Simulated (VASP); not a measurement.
Ge:

```
Ge
1.0
     0.00000    2.88574    5.11566
     2.63050    0.00000    5.11566
     2.63050    2.88574    0.00000
Ge
4
Direct
  0.72649 0.27351 0.72649
  0.27351 0.72649 0.27351
  0.21813 0.21813 0.78187
  0.78187 0.78187 0.21813
```

Base run:

| Property | Result |
| --- | --- |
| Program | VASP 6.6.1 |
| Functional | PBEsol |
| Potentials or basis | VASP PAW PBE potentials, release 64 (Ge_d) |
| Cutoff | 520 eV |
| k mesh | 7 × 7 × 7 |
| Occupations | fermi-dirac, width 0.05 eV |
| Spin | no spin polarisation |

Its results: band gap on the k mesh zero (band 28 reaches 7.22 eV, above the bottom of band 29 at 4.51 eV); pressure -3.7 GPa; largest force 0.042 eV/Å.

The run is repeated on the same cell with these changes: functional from PBEsol to PBE; occupations from fermi-dirac, width 0.05 eV to gaussian, width 0.1 eV. What comes out?

Band gap on the k mesh zero (band 28 reaches 7.37 eV, above the bottom of band 29 at 4.66 eV); pressure 0.0 GPa; largest force 0.054 eV/Å.

Caveats: the PAW data sets were made with another functional, which shifts forces and pressure a little (some runs).
